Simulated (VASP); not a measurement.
Ag, 2 atoms in the cell. The structure is hexagonal, space group P6_3/mmc (No. 194). The conventional cell has a = 2.757 Å, b = 2.757 Å, c = 4.470 Å, α = 90.00°, β = 90.00°, γ = 120.00°. Within 3.6 Å of Ag (site symmetry -6m2) lie 12 Ag at 2.74 to 2.76 Å.  This cell differs from its parent crystal: volume scaled by 0.88.

- Program: VASP 6.6.1
- Task: single point
- Functional: PBEsol
- Potentials or basis: VASP PAW PBE potentials, release 64 (Ag)
- Cutoff: 520 eV
- k mesh: 14 × 14 × 8
- Occupations: fermi-dirac, width 0.1 eV
- Spin: no spin polarisation
- Dipole correction: no
- Further INCAR settings: ALGO = Normal; EDIFF = 1e-06; NBANDS = 18

Potentials or basis: VASP PAW PBE potentials, release 64 (Ag).

The run is started by

```console
$ cat potpaw_PBE.64/Ag/POTCAR > POTCAR
$ mpirun -np 1 vasp_std > vasp.out
```

Hardware: 1 thread of Intel Xeon 6975P-C (shared host).

Task: Estimate the wall time of this run.

Result: It took 43 s on 1 thread of Intel Xeon 6975P-C, with other jobs on the host, peak memory 0.19 GiB. Counts: scf iterations 12, k points 120.
